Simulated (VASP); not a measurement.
# V3H (Pm-3m) in VASP: further runs

The runs below take V3H through single point, relaxation of cell and atoms, with PBE.

Program: VASP 6.6.1. These are calculated values, not measurements. Logs are shortened: lines on timing, memory, paths and dates and some standing lists are left out, and cuts for length are marked.

## 1. The cell of the first run

It takes space group Pm-3m (No. 221, cubic). The conventional cell has a = 3.588 Å, b = 3.588 Å, c = 3.588 Å, α = 90.00°, β = 90.00°, γ = 90.00°. V (site symmetry 4/mmm) has 8 V at 2.54 Å and 4 H at 2.54 Å within 3.3 Å. H (site symmetry m-3m) has 12 V at 2.54 Å within 3.3 Å.

## 2. Single point, PBE

INCAR

```
SYSTEM = V3H
PREC     = Accurate       ! precision mode
ENCUT    = 520            ! plane-wave cutoff, eV
EDIFF    = 1E-7           ! SCF threshold, eV
ISMEAR   = 0              ! smearing method
SIGMA    = 0.1            ! smearing width, eV
LREAL    = .FALSE.        ! projectors in reciprocal space
LASPH    = .TRUE.         ! aspherical terms in the spheres
NELM     = 100            ! most SCF steps
ALGO     = Normal         ! electronic algorithm
ISIF     = 2              ! what is computed and relaxed
LWAVE    = .FALSE.        ! write WAVECAR
LCHARG   = .FALSE.        ! write CHGCAR
GGA      = PE             ! functional
NBANDS   = 28             ! bands
```

KPOINTS

```
Automatic mesh
0
G
  6 6 6
  0 0 0
```

POSCAR

```
V3H
1.0
    3.5881769923      0.0000000000      0.0000000000
    0.0000000000      3.5881769923      0.0000000000
    0.0000000000      0.0000000000      3.5881769923
V H
3 1
Direct
    0.0000000000      0.5000000000      0.5000000000
    0.5000000000      0.0000000000      0.5000000000
    0.5000000000      0.5000000000      0.0000000000
    0.0000000000      0.0000000000      0.0000000000
```

Potentials or basis: VASP PAW PBE potentials, release 64 (V_sv, H).

The run is started by

```console
$ cat potpaw_PBE.64/V_sv/POTCAR potpaw_PBE.64/H/POTCAR > POTCAR
$ mpirun -np 1 vasp_std > vasp.out
```

OUTCAR:

```text
SYSTEM = V3H
   PREC = Accurate
   ENCUT = 520
   EDIFF = 1E-7
   ISMEAR = 0
   LREAL = .FALSE.
   LASPH = .TRUE.
   NELM = 100
   ISIF = 2
   GGA = PE

 ion  position               nearest neighbor table
   1  0.000  0.500  0.500-   2 2.54   3 2.54   3 2.54   2 2.54   2 2.54   3 2.54   3 2.54   2 2.54

   2  0.500  0.000  0.500-   1 2.54   3 2.54   3 2.54   1 2.54   3 2.54   3 2.54   1 2.54   1 2.54

   3  0.500  0.500  0.000-   1 2.54   2 2.54   1 2.54   2 2.54   2 2.54   2 2.54   1 2.54   1 2.54

   4  0.000  0.000  0.000-

  LATTYP: Found a simple cubic cell.
 ALAT       =     3.5881769923

  Lattice vectors:

 A1 = (   3.5881769923,   0.0000000000,   0.0000000000)
 A2 = (   0.0000000000,   3.5881769923,   0.0000000000)
 A3 = (   0.0000000000,   0.0000000000,   3.5881769923)

Analysis of symmetry for initial positions (statically):
=====================================================================
 Subroutine PRICEL returns:
 Original cell was already a primitive cell.

 Routine SETGRP: Setting up the symmetry group for a
 simple cubic supercell.

 Subroutine GETGRP returns: Found 48 space group operations
 (whereof 48 operations were pure point group operations)
 out of a pool of 48 trial point group operations.

The static configuration has the point symmetry O_h .

Analysis of symmetry for dynamics (positions and initial velocities):
=====================================================================
 Subroutine PRICEL returns:
 Original cell was already a primitive cell.

 Routine SETGRP: Setting up the symmetry group for a
 simple cubic supercell.

 Subroutine GETGRP returns: Found 48 space group operations
 (whereof 48 operations were pure point group operations)
 out of a pool of 48 trial point group operations.

The dynamic configuration has the point symmetry O_h .

 Subroutine INISYM returns: Found 48 space group operations
 (whereof 48 operations are pure point group operations),
 and found     1 'primitive' translations

----------------------------------------------------------------------------------------

                                     Primitive cell

  volume of cell :      46.1978

  direct lattice vectors                    reciprocal lattice vectors
     3.588176992  0.000000000  0.000000000     0.278693053  0.000000000  0.000000000
     0.000000000  3.588176992  0.000000000     0.000000000  0.278693053  0.000000000
     0.000000000  0.000000000  3.588176992     0.000000000  0.000000000  0.278693053

  length of vectors
     3.588176992  3.588176992  3.588176992     0.278693053  0.278693053  0.278693053

  position of ions in fractional coordinates (direct lattice)
     0.000000000  0.500000000  0.500000000
     0.500000000  0.000000000  0.500000000
     0.500000000  0.500000000  0.000000000
     0.000000000  0.000000000  0.000000000

  ion indices of the primitive-cell ions
   primitive index   ion index
                 1           1
                 2           2
                 3           3
                 4           4

----------------------------------------------------------------------------------------

 KPOINTS: Automatic mesh

Automatic generation of k-mesh.
 Grid dimensions read from file:
 generate k-points for:    6    6    6

 Generating k-lattice:

  Cartesian coordinates                     Fractional coordinates (reciprocal lattice)
     0.046448842  0.000000000  0.000000000     0.166666667  0.000000000  0.000000000
     0.000000000  0.046448842  0.000000000     0.000000000  0.166666667  0.000000000
     0.000000000  0.000000000  0.046448842     0.000000000  0.000000000  0.166666667

  Length of vectors
     0.046448842  0.046448842  0.046448842

  Shift w.r.t. Gamma in fractional coordinates (k-lattice)
     0.000000000  0.000000000  0.000000000

 Subroutine IBZKPT returns following result:
 ===========================================

 Found     20 irreducible k-points:

 Following reciprocal coordinates:
            Coordinates               Weight
  0.000000  0.000000  0.000000      1.000000
  0.166667  0.000000  0.000000      6.000000
  0.333333  0.000000  0.000000      6.000000
  0.500000  0.000000  0.000000      3.000000
  0.166667  0.166667  0.000000     12.000000
  0.333333  0.166667  0.000000     24.000000
[... 12 lines left out ...]
  0.500000  0.500000  0.333333      6.000000
  0.500000  0.500000  0.500000      1.000000
   k-points           NKPTS =     20   k-points in BZ     NKDIM =     20   number of bands    NBANDS=     28
   number of dos      NEDOS =    301   number of ions     NIONS =      4
   total plane-waves  NPLWV =  21952
   dimension x,y,z NGX =    28 NGY =   28 NGZ =   28
   dimension x,y,z NGXF=    56 NGYF=   56 NGZF=   56
   ions per type =               3   1
   NGX,Y,Z   is equivalent  to a cutoff of  12.97, 12.97, 12.97 a.u.
   NGXF,Y,Z  is equivalent  to a cutoff of  25.95, 25.95, 25.95 a.u.
 SYSTEM =  V3H
   PREC   = accura    normal or accurate (medium, high low for compatibility)
   ISTART =      0    job   : 0-new  1-cont  2-samecut
   ICHARG =      2    charge: 1-file 2-atom 10-const
   ISPIN  =      1    spin polarized calculation?
   LNONCOLLINEAR =      F non collinear calculations
   LSORBIT =      F    spin-orbit coupling
   LASPH  =      T    aspherical Exc in radial PAW
   ENCUT  =  520.0 eV  38.22 Ry    6.18 a.u.   6.67  6.67  6.67*2*pi/ulx,y,z
   NELM   =    100;   NELMIN=  2; NELMDL= -5     # of ELM steps
   EDIFF  = 0.1E-06   stopping-criterion for ELM
   LREAL  =      F    real-space projection
   EDIFFG = 0.1E-05   stopping-criterion for IOM
   NSW    =      0    number of steps for IOM
   IBRION =     -1    ionic relax: 0-MD 1-quasi-New 2-CG
   NFREE  =      0    steps in history (QN), initial steepest desc. (CG)
   ISIF   =      2    stress and relaxation
   ISYM   =      2    0-nonsym 1-usesym 2-fastsym
   POTIM  = 0.5000    time-step for ionic-motion
   TEBEG  =    0.0;   TEEND  =   0.0 temperature during run
   PSTRESS=    0.0 pullay stress
   NELECT =      40.0000    total number of electrons
   NUPDOWN=      -1.0000    fix difference up-down
   EMIN   =  10.00;   EMAX   =-10.00  energy-range for DOS
   EFERMI =   0.00;   METHOD = LEGACY
   ISMEAR =     0;   SIGMA  =   0.10  broadening in eV -4-tet -1-fermi 0-gaus
   EFERMI_NEDOS =   21; number of points for ismear=-14 and -15
   IALGO  =     38    algorithm
   IMIX   =      4    mixing-type and parameters
     AMIX     =   0.40;   BMIX     =  1.00
     AMIX_MAG =   1.60;   BMIX_MAG =  1.00
  volume/ion in A,a.u.               =      11.55        77.94
  Fermi-wavevector in a.u.,A,eV,Ry     =   1.560346  2.948627 33.125837  2.434680
  Thomas-Fermi vector in A             =   2.663572
   LORBIT       =      0    0 simple, 1 ext, 2 COOP (PROOUT), +10 PAW based schemes
   GGA     = PE    functional components
   LHFCALC =     F    Hartree Fock is set to
   AEXX    =    0.0000 exact exchange contribution
   IVDW    =     0    specifies the selected vdW correction
   LEPSILON=     F    determine dielectric tensor
   LRPA    =     F    only Hartree local field effects (RPA)
 non-spin polarized calculation
 Gauss-broadening in eV      SIGMA  =   0.10
  energy-cutoff  :      520.00
  volume of cell :       46.20
 maximum number of plane-waves:      1261
 NGX is ok and might be reduce to    28
   NGX = 13   NGY = 13   NGZ = 13

 number of electron      39.9999988 magnetization

 Free energy of the ion-electron system (eV)
  ---------------------------------------------------
  ext. energy  EPLUGINS =         0.00000000
  ---------------------------------------------------
  free energy    TOTEN  =       -27.57863687 eV

  energy without entropy =      -27.55243612  energy(sigma->0) =      -27.56553650

 E-fermi :   8.9416     XC(G=0): -12.3437

 val. band max:        8.9057450320   @ k =   0.5000   0.5000   0.5000
 cond. band min:       8.9496779793   @ k =   0.5000   0.3333   0.1667
 fundamental gap:      0.0439329473
 Fermi energy:         8.9416084092

 k-point     1 :       0.0000    0.0000    0.0000
  band No.  band energies     occupation
      1     -55.0647      2.00000
      2     -54.7362      2.00000
      3     -54.7362      2.00000
      4     -29.2468      2.00000
      5     -29.2468      2.00000
      6     -29.2468      2.00000
[... 20 lines left out ...]
     27      13.0681      0.00000
     28      13.0681      0.00000

 k-point     2 :       0.1667    0.0000    0.0000
  band No.  band energies     occupation
      1     -55.0454      2.00000
      2     -54.7557      2.00000
      3     -54.7359      2.00000
      4     -29.2117      2.00000
      5     -29.2117      2.00000
      6     -29.1925      2.00000
[... 20 lines left out ...]
     27      11.9184      0.00000
     28      12.3917      0.00000

 k-point     3 :       0.3333    0.0000    0.0000
  band No.  band energies     occupation
      1     -54.9955      2.00000
      2     -54.8058      2.00000
      3     -54.7353      2.00000
      4     -29.1268      2.00000
      5     -29.1268      2.00000
      6     -29.0389      2.00000
[... 20 lines left out ...]
     27      11.5521      0.00000
     28      11.9688      0.00000

 k-point     4 :       0.5000    0.0000    0.0000
  band No.  band energies     occupation
      1     -54.9555      2.00000
      2     -54.8460      2.00000
      3     -54.7349      2.00000
      4     -29.0710      2.00000
      5     -29.0710      2.00000
      6     -28.8398      2.00000
[... 454 lines left out ...]
     27      11.4049      0.00000
     28      11.5460      0.00000

 k-point    19 :       0.5000    0.5000    0.3333
  band No.  band energies     occupation
      1     -54.8430      2.00000
      2     -54.8428      2.00000
      3     -54.8428      2.00000
      4     -29.5381      2.00000
      5     -29.1540      2.00000
      6     -29.0967      2.00000
[... 20 lines left out ...]
     27      11.3020      0.00000
     28      11.3193      0.00000

 k-point    20 :       0.5000    0.5000    0.5000
  band No.  band energies     occupation
      1     -54.8424      2.00000
      2     -54.8424      2.00000
      3     -54.8424      2.00000
      4     -29.6105      2.00000
      5     -29.1528      2.00000
      6     -29.1528      2.00000
[... 20 lines left out ...]
     27      11.2665      0.00000
     28      11.2665      0.00000

------------------------ aborting loop because EDIFF is reached ----------------------------------------

  FORCE on cell =-STRESS in cart. coord.  units (eV):
  Direction    XX          YY          ZZ          XY          YZ          ZX
  --------------------------------------------------------------------------------------
  -------------------------------------------------------------------------------------
  Total        0.0913800      0.0913800      0.0913800     -0.0000000     -0.0000000      0.0000000
  in kB        3.1691302      3.1691302      3.1691302     -0.0000000     -0.0000000      0.0000000
  external PRESSURE =       3.1691302 kB  Pullay stress =       0.0000000 kB

 VOLUME and BASIS-vectors are now :
 -----------------------------------------------------------------------------
  energy-cutoff  :      520.00
  volume of cell :       46.20
      direct lattice vectors                 reciprocal lattice vectors
     3.588176992  0.000000000  0.000000000     0.278693053  0.000000000  0.000000000
     0.000000000  3.588176992  0.000000000     0.000000000  0.278693053  0.000000000
     0.000000000  0.000000000  3.588176992     0.000000000  0.000000000  0.278693053

 POSITION                                       TOTAL-FORCE (eV/Angst)
 -----------------------------------------------------------------------------------
      0.00000      1.79409      1.79409         0.000000      0.000000      0.000000
      1.79409      0.00000      1.79409         0.000000      0.000000      0.000000
      1.79409      1.79409      0.00000         0.000000      0.000000      0.000000
      0.00000      0.00000      0.00000         0.000000      0.000000      0.000000
 -----------------------------------------------------------------------------------
    total drift:                                0.000000      0.000000      0.000000

  FREE ENERGIE OF THE ION-ELECTRON SYSTEM (eV)
  ---------------------------------------------------
  free  energy   TOTEN  =       -27.5786368736 eV

  energy  without entropy=      -27.5524361174  energy(sigma->0) =      -27.56553650
```

It took 19 s on 1 thread of Intel Xeon Platinum 8488C (Sapphire Rapids), shared host; peak memory 0.16 GiB.

Results:

```
Free energy            : -27.5786 eV
Pressure               : 0.3 GPa
Band gap on the k mesh : zero (band 20 reaches 10.63 eV, above the bottom of band 21 at 8.40 eV)
```

## 3. Relaxation of cell and atoms, PBE

This run uses another cell than the first one, of 10.94 Å³/atom, 0.947 times its volume.

INCAR

```
PREC     = Accurate       # precision mode
ENCUT    = 600            # plane-wave cutoff, eV
EDIFF    = 1E-6           # SCF threshold, eV
ISMEAR   = 0              # smearing method
SIGMA    = 0.1            # smearing width, eV
LREAL    = False          # projectors in reciprocal space
LASPH    = True           # aspherical terms in the spheres
NELM     = 60             # most SCF steps
ALGO     = Normal         # electronic algorithm
ISIF     = 3              # what is computed and relaxed
LWAVE    = False          # write WAVECAR
LCHARG   = False          # write CHGCAR
GGA      = PE             # functional
IBRION   = 2              # ionic algorithm
NSW      = 90             # ionic steps
EDIFFG   = -0.04          # ionic threshold
```

KPOINTS

```
Automatic mesh
0
Gamma
  6 6 6
```

POSCAR

```
V3H
1.0
    3.5237808146      0.0000000000      0.0000000000
    0.0000000000      3.5237808146      0.0000000000
    0.0000000000      0.0000000000      3.5237808146
V H
3 1
Direct
    0.0000000000      0.5000000000      0.5000000000
    0.5000000000      0.0000000000      0.5000000000
    0.5000000000      0.5000000000      0.0000000000
    0.0000000000      0.0000000000      0.0000000000
```

Potentials or basis: VASP PAW PBE potentials, release 64 (V_sv, H).

The run is started by

```console
$ cat potpaw_PBE.64/V_sv/POTCAR potpaw_PBE.64/H/POTCAR > POTCAR
$ mpirun -np 1 vasp_std > vasp.out
```

Run time: 41 s. Hardware: 1 thread of Intel Xeon Platinum 8488C (Sapphire Rapids), shared host; peak memory 0.17 GiB.

The run converged. Its results:

```
Free energy                            : -27.5774 eV
Relaxed volume                         : 11.58 Å³/atom
Relaxed cell                           : a = 3.591 Å, b = 3.591 Å, c = 3.591 Å, α = 90.00°, β = 90.00°, γ = 90.00°
Space group after relaxing (to 0.05 Å) : Pm-3m (No. 221)
Energy gained by relaxing              : 17.1 meV/atom
Ionic steps                            : 3
Pressure after relaxing                : 0.0 GPa
Band gap on the k mesh                 : zero (band 20 reaches 10.60 eV, above the bottom of band 21 at 8.38 eV)
```

The path:
```tsv
step	energy change (eV)	largest force (eV/Å)	pressure (GPa)	volume (Å³)
1	0.0000	0.0000	8.97	43.75
2	-0.0492	0.0000	-4.15	47.75
3	-0.0684	0.0000	-0.02	46.31
```

Final structure:
```
V H
1.0
     3.59097    0.00000    0.00000
     0.00000    3.59097    0.00000
     0.00000    0.00000    3.59097
V H
3 1
Direct
  0.00000 0.50000 0.50000
  0.50000 0.00000 0.50000
  0.50000 0.50000 0.00000
  0.00000 0.00000 0.00000
```

Levels at points of the mesh, in eV from the Fermi level:
| k point | band 17 | band 18 | band 19 | band 20 | band 21 | band 22 | band 23 | band 24 |
| --- | --- | --- | --- | --- | --- | --- | --- | --- |
| (0.00, 0.00, 0.00) | -2.26 | -2.22 | -2.22 | 1.68 | 1.68 | 1.68 | 2.90 | 2.90 |
| (0.50, 0.00, 0.00) | -1.08 | -1.08 | -0.56 | 0.02 | 0.02 | 0.98 | 0.99 | 1.18 |
| (0.50, 0.50, 0.00) | -1.15 | -1.08 | -0.84 | -0.84 | 0.20 | 0.20 | 1.27 | 1.27 |
| (0.50, 0.50, 0.50) | -0.04 | -0.04 | -0.04 | 1.48 | 1.51 | 1.51 | 1.52 | 1.73 |
